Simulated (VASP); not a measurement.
# Si16O (a cell with a defect) in VASP: single point with PBEsol

Aim: the single point of Si16O (a cell with a defect) with PBEsol.

Program: VASP 6.6.1. These are calculated values, not measurements. Logs are shortened: lines on timing, memory, paths and dates and some standing lists are left out, and cuts for length are marked.

## (1) The cell of the first run

The cell holds a defect, 17 atoms: a = 7.679 Å, b = 7.679 Å, c = 7.679 Å, α = 60.00°, β = 60.00°, γ = 60.00°.

## (2) Single point, PBEsol, collinear spin, ferromagnetic start

INCAR reads:

```
  ALGO = Normal
  EDIFF = 1E-6
  ENCUT = 520
  GGA = PS
  ISIF = 2
  ISMEAR = -1
  ISPIN = 2
  LASPH = T
  LCHARG = F
  LORBIT = 11
  LREAL = Auto
  LWAVE = F
  MAGMOM = 0 0 0 0 0 0 0 0 0 0 0 0 0 0 0 0 1
  NBANDS = 53
  NELM = 150
  PREC = Accurate
  SIGMA = 0.05
```

KPOINTS reads:

```
k-points
0
Gamma
  2 2 2
```

POSCAR reads:

```
Si16O
1.0
    0.0000000000      5.4300000000      5.4300000000
    5.4300000000      0.0000000000      5.4300000000
    5.4300000000      5.4300000000      0.0000000000
Si O
16 1
Direct
    0.0557851364     -0.0298289105     -0.0249493940
    0.1277592607      0.1115351203      0.1328916545
   -0.0526789989     -0.0001289028      0.5076871298
    0.0824797924      0.1252466823      0.6185026165
    0.0030997329      0.4865766520      0.0042024925
    0.1446245523      0.5966370717      0.1267859197
    0.0014254552      0.4907553873      0.5026927033
    0.1114787853      0.6268858962      0.6300220799
    0.5035318718     -0.0069583219      0.0048525818
    0.6837628376      0.1045719193      0.0878735608
    0.5505186188     -0.0221790141      0.4591290410
    0.5750709339      0.1347325943      0.6336713624
    0.5201310960      0.4775835863      0.0009754412
    0.6285739859      0.6181251183      0.1260416521
    0.4870573662      0.5081495194      0.5002565155
    0.6317054655      0.6121204281      0.6275035336
    0.3167602681      1.0499542438      0.4377585495
```

Potentials or basis: VASP PAW PBE potentials, release 64 (Si, O).

Started as:

```bash
> cat potpaw_PBE.64/Si/POTCAR potpaw_PBE.64/O/POTCAR > POTCAR
> mpirun -np 1 vasp_std > vasp.out
```

OUTCAR:

```text
EDIFF = 1E-6
   ENCUT = 520
   GGA = PS
   ISIF = 2
   ISMEAR = -1
   ISPIN = 2
   LASPH = T
   LORBIT = 11
   LREAL = Auto
   NELM = 150
   PREC = Accurate

 ion  position               nearest neighbor table
   1  0.056  0.970  0.975-   4 2.32  10 2.33   2 2.35   6 2.36
   2  0.128  0.112  0.133-   5 2.35   1 2.35   9 2.36   3 2.38
   3  0.947  1.000  0.508-   4 2.33  12 2.34   8 2.36   2 2.38
   4  0.082  0.125  0.619-  17 1.66   7 2.32   1 2.32   3 2.33  11 2.94
   5  0.003  0.487  0.004-  14 2.35   6 2.35   8 2.35   2 2.35
   6  0.145  0.597  0.127-   5 2.35  13 2.35   1 2.36   7 2.36
   7  0.001  0.491  0.503-   4 2.32  16 2.32   8 2.34   6 2.36
   8  0.111  0.627  0.630-   7 2.34   5 2.35  15 2.36   3 2.36
   9  0.504  0.993  0.005-  14 2.35  12 2.35   2 2.36  10 2.38
  10  0.684  0.105  0.088-  11 2.33   1 2.33  13 2.36   9 2.38
  11  0.551  0.978  0.459-  17 1.66  16 2.32  12 2.32  10 2.33   4 2.94
  12  0.575  0.135  0.634-  11 2.32   3 2.34   9 2.35  15 2.35
  13  0.520  0.478  0.001-  16 2.34  14 2.35   6 2.35  10 2.36
  14  0.629  0.618  0.126-  13 2.35   5 2.35  15 2.35   9 2.35
  15  0.487  0.508  0.500-  14 2.35  12 2.35   8 2.36  16 2.36
  16  0.632  0.612  0.628-  11 2.32   7 2.32  13 2.34  15 2.36
  17  0.317  0.050  0.438-   4 1.66  11 1.66

  LATTYP: Found a face centered cubic cell.
 ALAT       =    10.8600000000

  Lattice vectors:

 A1 = (   0.0000000000,   5.4300000000,   5.4300000000)
 A2 = (   5.4300000000,   0.0000000000,   5.4300000000)
 A3 = (   5.4300000000,   5.4300000000,   0.0000000000)

Analysis of symmetry for initial positions (statically):
=====================================================================
 Subroutine PRICEL returns:
 Original cell was already a primitive cell.

 Routine SETGRP: Setting up the symmetry group for a
 face centered cubic supercell.

 Subroutine GETGRP returns: Found  1 space group operations
 (whereof  1 operations were pure point group operations)
 out of a pool of 48 trial point group operations.

The static configuration has the point symmetry C_1 .

Analysis of symmetry for dynamics (positions and initial velocities):
=====================================================================
 Subroutine PRICEL returns:
 Original cell was already a primitive cell.

 Routine SETGRP: Setting up the symmetry group for a
 face centered cubic supercell.

 Subroutine GETGRP returns: Found  1 space group operations
 (whereof  1 operations were pure point group operations)
 out of a pool of 48 trial point group operations.

The dynamic configuration has the point symmetry C_1 .

Analysis of structural, dynamic, and magnetic symmetry:
=====================================================================
 Subroutine PRICEL returns:
 Original cell was already a primitive cell.

 Routine SETGRP: Setting up the symmetry group for a
 face centered cubic supercell.

 Subroutine GETGRP returns: Found  1 space group operations
 (whereof  1 operations were pure point group operations)
 out of a pool of 48 trial point group operations.

The overall configuration has the point symmetry C_1 .

 Subroutine INISYM returns: Found  1 space group operations
 (whereof  1 operations are pure point group operations),
 and found     1 'primitive' translations

----------------------------------------------------------------------------------------

                                     Primitive cell

  volume of cell :     320.2060

  direct lattice vectors                    reciprocal lattice vectors
     0.000000000  5.430000000  5.430000000    -0.092081031  0.092081031  0.092081031
     5.430000000  0.000000000  5.430000000     0.092081031 -0.092081031  0.092081031
     5.430000000  5.430000000  0.000000000     0.092081031  0.092081031 -0.092081031

  length of vectors
     7.679179644  7.679179644  7.679179644     0.159489025  0.159489025  0.159489025

  position of ions in fractional coordinates (direct lattice)
     0.055785136  0.970171089  0.975050606
     0.127759261  0.111535120  0.132891654
     0.947321001  0.999871097  0.507687130
     0.082479792  0.125246682  0.618502617
     0.003099733  0.486576652  0.004202492
     0.144624552  0.596637072  0.126785920
[... 9 lines left out ...]
     0.631705465  0.612120428  0.627503534
     0.316760268  0.049954244  0.437758550

  ion indices of the primitive-cell ions
   primitive index   ion index
                 1           1
                 2           2
                 3           3
                 4           4
                 5           5
                 6           6
[... 9 lines left out ...]
                16          16
                17          17

----------------------------------------------------------------------------------------

 KPOINTS: k-points

Automatic generation of k-mesh.
 Grid dimensions read from file:
 generate k-points for:    2    2    2

 Generating k-lattice:

  Cartesian coordinates                     Fractional coordinates (reciprocal lattice)
    -0.046040516  0.046040516  0.046040516     0.500000000  0.000000000  0.000000000
     0.046040516 -0.046040516  0.046040516     0.000000000  0.500000000  0.000000000
     0.046040516  0.046040516 -0.046040516     0.000000000  0.000000000  0.500000000

  Length of vectors
     0.079744512  0.079744512  0.079744512

  Shift w.r.t. Gamma in fractional coordinates (k-lattice)
     0.000000000  0.000000000  0.000000000

 Subroutine IBZKPT returns following result:
 ===========================================

 Found      8 irreducible k-points:

 Following reciprocal coordinates:
            Coordinates               Weight
  0.000000  0.000000  0.000000      1.000000
  0.500000  0.000000  0.000000      1.000000
  0.000000  0.500000  0.000000      1.000000
  0.000000  0.000000  0.500000      1.000000
  0.500000  0.500000  0.500000      1.000000
  0.500000  0.500000  0.000000      1.000000
  0.000000  0.500000  0.500000      1.000000
  0.500000  0.000000  0.500000      1.000000
   k-points           NKPTS =      8   k-points in BZ     NKDIM =      8   number of bands    NBANDS=     53
   number of dos      NEDOS =    301   number of ions     NIONS =     17
   total plane-waves  NPLWV = 216000
   dimension x,y,z NGX =    60 NGY =   60 NGZ =   60
   dimension x,y,z NGXF=   120 NGYF=  120 NGZF=  120
   ions per type =              16   1
   NGX,Y,Z   is equivalent  to a cutoff of  12.99, 12.99, 12.99 a.u.
   NGXF,Y,Z  is equivalent  to a cutoff of  25.98, 25.98, 25.98 a.u.
 SYSTEM =  unknown system
   PREC   = accura    normal or accurate (medium, high low for compatibility)
   ISTART =      0    job   : 0-new  1-cont  2-samecut
   ICHARG =      2    charge: 1-file 2-atom 10-const
   ISPIN  =      2    spin polarized calculation?
   LNONCOLLINEAR =      F non collinear calculations
   LSORBIT =      F    spin-orbit coupling
   LASPH  =      T    aspherical Exc in radial PAW
   ENCUT  =  520.0 eV  38.22 Ry    6.18 a.u.  14.28 14.28 14.28*2*pi/ulx,y,z
   NELM   =    150;   NELMIN=  2; NELMDL= -5     # of ELM steps
   EDIFF  = 0.1E-05   stopping-criterion for ELM
   LREAL  =      T    real-space projection
   EDIFFG = 0.1E-04   stopping-criterion for IOM
   NSW    =      0    number of steps for IOM
   IBRION =     -1    ionic relax: 0-MD 1-quasi-New 2-CG
   NFREE  =      0    steps in history (QN), initial steepest desc. (CG)
   ISIF   =      2    stress and relaxation
   ISYM   =      2    0-nonsym 1-usesym 2-fastsym
   POTIM  = 0.5000    time-step for ionic-motion
   TEBEG  =    0.0;   TEEND  =   0.0 temperature during run
   PSTRESS=    0.0 pullay stress
   NELECT =      70.0000    total number of electrons
   NUPDOWN=      -1.0000    fix difference up-down
   EMIN   =  10.00;   EMAX   =-10.00  energy-range for DOS
   EFERMI =   0.00;   METHOD = LEGACY
   ISMEAR =    -1;   SIGMA  =   0.05  broadening in eV -4-tet -1-fermi 0-gaus
   EFERMI_NEDOS =   21; number of points for ismear=-14 and -15
   IALGO  =     38    algorithm
   IMIX   =      4    mixing-type and parameters
     AMIX     =   0.40;   BMIX     =  1.00
     AMIX_MAG =   1.60;   BMIX_MAG =  1.00
  volume/ion in A,a.u.               =      18.84       127.11
  Fermi-wavevector in a.u.,A,eV,Ry     =   0.986199  1.863645 13.232857  0.972588
  Thomas-Fermi vector in A             =   2.117562
   LORBIT       =     11    0 simple, 1 ext, 2 COOP (PROOUT), +10 PAW based schemes
   GGA     = PS    functional components
   LHFCALC =     F    Hartree Fock is set to
   AEXX    =    0.0000 exact exchange contribution
   IVDW    =     0    specifies the selected vdW correction
   LEPSILON=     F    determine dielectric tensor
   LRPA    =     F    only Hartree local field effects (RPA)
 spin polarized calculation
  energy-cutoff  :      520.00
  volume of cell :      320.21
 maximum number of plane-waves:      8646
 NGX is ok and might be reduce to    60
   NGX = 29   NGY = 29   NGZ = 29

 number of electron      70.0000000 magnetization       0.0005233

 number of electron      70.0000000 magnetization      -0.0000768

 Free energy of the ion-electron system (eV)
  ---------------------------------------------------
  ext. energy  EPLUGINS =         0.00000000
  ---------------------------------------------------
  free energy    TOTEN  =       -98.32143813 eV

  energy without entropy =      -98.31859091  energy(sigma->0) =      -98.32001452

 E-fermi :   6.0504     XC(G=0):  -9.6839

 val. band max:        5.8400450046   @ k =   0.0000   0.0000   0.0000
 cond. band min:       6.2414403985   @ k =   0.0000   0.0000   0.0000
 fundamental gap:      0.4013953939
 Fermi energy:         6.0504092243

 spin component 1

 k-point     1 :       0.0000    0.0000    0.0000
  band No.  band energies     occupation
      1     -14.4897      1.00000
      2      -5.8764      1.00000
      3      -4.4704      1.00000
      4      -3.7367      1.00000
      5      -3.7173      1.00000
      6      -3.3739      1.00000
[... 39 lines left out ...]
     46       8.5691      0.00000
     47       8.6062      0.00000
[... 308 lines left out ...]
      6      -4.0185      1.00000
[... 39 lines left out ...]
     46      10.0745      0.00000
     47      10.3506      0.00000
 Fermi energy:         6.0504092243

 spin component 2

 k-point     1 :       0.0000    0.0000    0.0000
  band No.  band energies     occupation
      1     -14.4898      1.00000
      2      -5.8764      1.00000
      3      -4.4705      1.00000
      4      -3.7367      1.00000
      5      -3.7173      1.00000
      6      -3.3739      1.00000
[... 39 lines left out ...]
     46       8.5691      0.00000
     47       8.6062      0.00000
[... 308 lines left out ...]
      6      -4.0185      1.00000
[... 39 lines left out ...]
     46      10.0745      0.00000
     47      10.3506      0.00000
 [bands above 47 left out]

------------------------ aborting loop because EDIFF is reached ----------------------------------------

  FORCE on cell =-STRESS in cart. coord.  units (eV):
  Direction    XX          YY          ZZ          XY          YZ          ZX
  --------------------------------------------------------------------------------------
  -------------------------------------------------------------------------------------
  Total        4.5132675      4.5327624      5.1542484     -2.8808986      2.0557191     -2.1292298
  in kB       22.5825081     22.6800524     25.7897093    -14.4148147     10.2859607    -10.6537778
  external PRESSURE =      23.6840899 kB  Pullay stress =       0.0000000 kB

 VOLUME and BASIS-vectors are now :
 -----------------------------------------------------------------------------
  energy-cutoff  :      520.00
  volume of cell :      320.21
      direct lattice vectors                 reciprocal lattice vectors
     0.000000000  5.430000000  5.430000000    -0.092081031  0.092081031  0.092081031
     5.430000000  0.000000000  5.430000000     0.092081031 -0.092081031  0.092081031
     5.430000000  5.430000000  0.000000000     0.092081031  0.092081031 -0.092081031

 POSITION                                       TOTAL-FORCE (eV/Angst)
 -----------------------------------------------------------------------------------
     10.56255      5.59744      5.57094        -0.010185      0.005286      0.000248
      1.32724      1.41533      1.29937         0.006875      0.006475      0.003729
      8.18604      7.90069     10.57325        -0.002025     -0.000689     -0.005888
      4.03856      3.80633      1.12795         0.063749     -0.019267     -0.053699
      2.66493      0.03965      2.65894        -0.003328     -0.001436     -0.000348
      3.92819      1.47376      4.02505         0.001962      0.003520     -0.001059
[... 9 lines left out ...]
      6.73116      6.83750      6.75397         0.001561      0.001158      0.003407
      2.64828      4.09704      1.99126        -0.045719     -0.061816     -0.007688
 -----------------------------------------------------------------------------------
    total drift:                               -0.002177      0.003846     -0.004021

  FREE ENERGIE OF THE ION-ELECTRON SYSTEM (eV)
  ---------------------------------------------------
  free  energy   TOTEN  =       -98.3214381305 eV

  energy  without entropy=      -98.3185909124  energy(sigma->0) =      -98.32001452

 total charge

# of ion       s       p       d       tot
------------------------------------------
    1        0.746   0.963   0.000   1.710
    2        0.745   0.932   0.000   1.678
    3        0.750   0.950   0.000   1.701
    4        0.744   0.943   0.000   1.686
    5        0.739   0.957   0.000   1.696
    6        0.741   0.945   0.000   1.686
[... 9 lines left out ...]
   16        0.745   0.972   0.000   1.718
   17        1.572   3.582   0.000   5.154
--------------------------------------------------
tot         13.475  18.807   0.000  32.282

 magnetization (x)

# of ion       s       p       d       tot
------------------------------------------
    1        0.000   0.000   0.000   0.000
    2       -0.000  -0.000   0.000  -0.000
    3        0.000   0.000   0.000   0.000
    4       -0.000  -0.000   0.000  -0.000
    5        0.000   0.000   0.000   0.000
    6        0.000   0.000   0.000   0.000
[... 9 lines left out ...]
   16        0.000   0.000   0.000   0.000
   17       -0.000  -0.000   0.000  -0.000
--------------------------------------------------
tot          0.000   0.000   0.000   0.000
```

It took 14 min on 1 thread of Intel Xeon Platinum 8259CL at 2.50GHz (Skylake/Cascade Lake), shared host; peak memory 0.71 GiB.

Results:

* Free energy: -98.3214 eV
* Pressure: 2.4 GPa
* Largest force: 0.086 eV/Å
* Band gap on the k mesh: 0.40 eV
* Net moment: 0.00 μB per cell
* Valence electrons inside the program's atomic spheres: Si 1.71, 1.68, 1.70, 1.69, 1.72 (each value once); O 5.15

Forces on the atoms (eV/Å):
```
Si  -0.010  0.005  0.000
Si   0.007  0.006  0.004
Si  -0.002 -0.001 -0.006
Si   0.064 -0.019 -0.054
Si  -0.003 -0.001  0.000
Si   0.002  0.004 -0.001
Si   0.006  0.002  0.011
Si  -0.001  0.003  0.003
Si   0.006  0.000 -0.002
Si  -0.004 -0.004  0.015
Si  -0.016  0.064  0.041
Si  -0.002 -0.002  0.001
Si  -0.009  0.000 -0.007
Si   0.002  0.006 -0.004
Si   0.005 -0.003  0.002
Si   0.002  0.001  0.003
O   -0.046 -0.062 -0.008
```

Stress tensor (GPa, compression positive):
```
 2.26 -1.44 -1.07
-1.44  2.27  1.03
-1.07  1.03  2.58
```

Caveat: the k points lie up to 0.50 Å⁻¹ apart; semilocal functionals underestimate gaps, and a narrow one can read as zero; the PAW data sets were made with another functional, which shifts forces and pressure a little.
